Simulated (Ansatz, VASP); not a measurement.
## Ca: VASP beside Ansatz

INCAR

```
ALGO = Normal
EDIFF = 1E-6
ENCUT = 520
ISIF = 2
ISMEAR = -1
LASPH = T
LCHARG = F
LREAL = F
LWAVE = F
NBANDS = 11
NELM = 80
PREC = Accurate
SIGMA = 0.1
```

KPOINTS

```
k-points
0
Gamma
  4 4 4
```

POSCAR

```
Ca
1.0
    0.0000000000      2.6714532750      2.6714532750
    2.6714532750      0.0000000000      2.6714532750
    2.6714532750      2.6714532750      0.0000000000
Ca
1
Direct
    0.0000000000      0.0000000000      0.0000000000
```

Input for Ansatz:

```yaml
crystal:
  lattice:
    - [0.0, 2.671453275, 2.671453275]
    - [2.671453275, 0.0, 2.671453275]
    - [2.671453275, 2.671453275, 0.0]
  atoms:
    - { symbol: Ca, position: [0.0, 0.0, 0.0] }
hamiltonian:
  xc: lda
  pseudopotentials:
    kind: paw
    azcp:
      Ca: "pseudopotentials/Ca.paw.azcp"
basis:
  ecutwfc: 420
  fft_grid_basis: typed
kpoints:
  mp_grid: { grid: [4, 4, 4], shift: [0, 0, 0] }
magnetization:
  spin_polarized: false
scf:
  occupations: { method: fermi_dirac, width: 0.1 }
  lower_state_search: "off"
output:
  stress: true
  write_density: true
  write_potential: true
  elf: true
  volumetric_format: npy
```

Alike in both runs: task single point; functional LDA; k mesh 4 × 4 × 4; occupations fermi-dirac, width 0.1 eV; no spin polarisation.

|  | VASP | Ansatz |
| --- | --- | --- |
| version | VASP 6.6.1 | Ansatz 0.2.0 |
| potentials or method | VASP PAW LDA potentials, release 64 (Ca_sv), cutoff 520 eV | plane waves (420 eV) with PAW, scalar-relativistic |
| valence electrons in the cell | 10 | 10 |

```tsv
	VASP	Ansatz	Ansatz less VASP
pressure (GPa)	0.2	0.3	+0.01
```

Ansatz warns that its potentials were made for another functional, while VASP's fit it. LDA's correlation is that of Perdew and Zunger in VASP and of Perdew and Wang (1992) in Ansatz.

The k mesh is coarse, so the values compare programs but aren't converged.
